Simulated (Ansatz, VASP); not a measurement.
## One calculation of In, two programs

```
CELL_PARAMETERS angstrom
3.04506 0.00000 0.00000
0.00000 3.04506 0.00000
0.00000 0.00000 3.04506
ATOMIC_POSITIONS crystal
In 0.00000 0.00000 0.00000
```

Alike in both runs: task relaxation of cell and atoms; functional PBE; k mesh 10 × 10 × 10; occupations fermi-dirac, width 0.1 eV; no spin polarisation.

```csv
,VASP,Ansatz
version,VASP 6.6.1,Ansatz 0.2.0
potentials or method,"VASP PAW PBE potentials, release 64 (In_d), cutoff 600 eV","plane waves (420 eV) with PAW, scalar-relativistic"
valence electrons in the cell,13,13
```

```tsv
	VASP	Ansatz	Ansatz less VASP
relaxed volume (Å³/atom)	29.55	29.53	-0.022
relaxed cell length with the largest relative difference (Å)	3.092	3.091	-0.0008
```
